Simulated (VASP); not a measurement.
Wanted: the native input for a VASP 6.6.1 run.

| Property | Result |
| --- | --- |
| Task | relaxation of cell and atoms |
| Functional | r2SCAN |
| Potentials or basis | VASP PAW PBE potentials, release 64 (Li_sv, Cl) |
| Cutoff | 600 eV |
| k mesh | 12 × 12 × 12 |
| Occupations | fermi-dirac, width 0.08 eV |
| Spin | no spin polarisation |
| Dipole correction | no |
| Further INCAR settings | ALGO = Normal; EDIFF = 1e-06; IBRION = 2; EDIFFG = -0.002; NSW = 100; ISIF = 3 |

Crystal: LiCl.

```
CELL_PARAMETERS angstrom
2.56477 2.56477 0.00000
-2.56477 2.56477 0.00000
0.00000 2.56477 2.56477
ATOMIC_POSITIONS crystal
Li 0.00000 0.00000 0.00000
Cl 0.50000 0.50000 0.00000
```

These files were run (other wordings do the same):

POSCAR

```
LiCl
1.0
    2.5647700000      2.5647700000      0.0000000000
   -2.5647700000      2.5647700000      0.0000000000
    0.0000000000      2.5647700000      2.5647700000
Li Cl
1 1
Direct
    0.0000000000      0.0000000000      0.0000000000
    0.5000000000      0.5000000000      0.0000000000
```

INCAR.step1

```
  ALGO = Normal
  EDIFF = 1E-4
  ENCUT = 600
  GGA = PE
  ISMEAR = -1
  LASPH = True
  LCHARG = False
  LREAL = False
  LWAVE = True
  NELM = 100
  PREC = Accurate
  SIGMA = 0.08
```

INCAR.step2

```
  ALGO = Normal
  EDIFF = 1E-6
  EDIFFG = -0.002
  ENCUT = 600
  IBRION = 2
  ISIF = 3
  ISMEAR = -1
  ISTART = 1
  LASPH = True
  LCHARG = False
  LMIXTAU = True
  LREAL = False
  LWAVE = False
  METAGGA = R2SCAN
  NELM = 100
  NSW = 100
  PREC = Accurate
  SIGMA = 0.08
```

KPOINTS

```
k-points
0
Gamma
  12 12 12
```

Potentials or basis: VASP PAW PBE potentials, release 64 (Li_sv, Cl).

Command:

```console
$ cat potpaw_PBE.64/Li_sv/POTCAR potpaw_PBE.64/Cl/POTCAR > POTCAR
$ cp INCAR.step1 INCAR
$ mpirun -np 1 vasp_std > vasp.out
$ cp INCAR.step2 INCAR
$ mpirun -np 1 vasp_std > vasp.out
```

Results of the run:

```yaml
Relaxed_volume: 16.46 Å³/atom
Relaxed_cell: a = 3.597 Å, b = 3.597 Å, c = 3.597 Å, α = 60.00°, β = 60.00°, γ = 90.00°
Space_group_after_relaxing_to_0.1_Å: Fm-3m (No. 225)
Energy_gained_by_relaxing: 1.4 meV/atom
Ionic_steps: 5
Pressure_after_relaxing: 0.0 GPa
Band_gap_on_the_k_mesh: 7.46 eV
```

Caveat: the cutoff is under 1.25 times the usual one of these potentials, so pressure, stress and relaxed cells hold a basis-set (Pulay) error; the PAW data sets were made with another functional, which shifts forces and pressure a little.

It took 11 min on 1 thread of Oxide Virtual Turin-like Processor (shared host), peak memory 0.15 GiB.
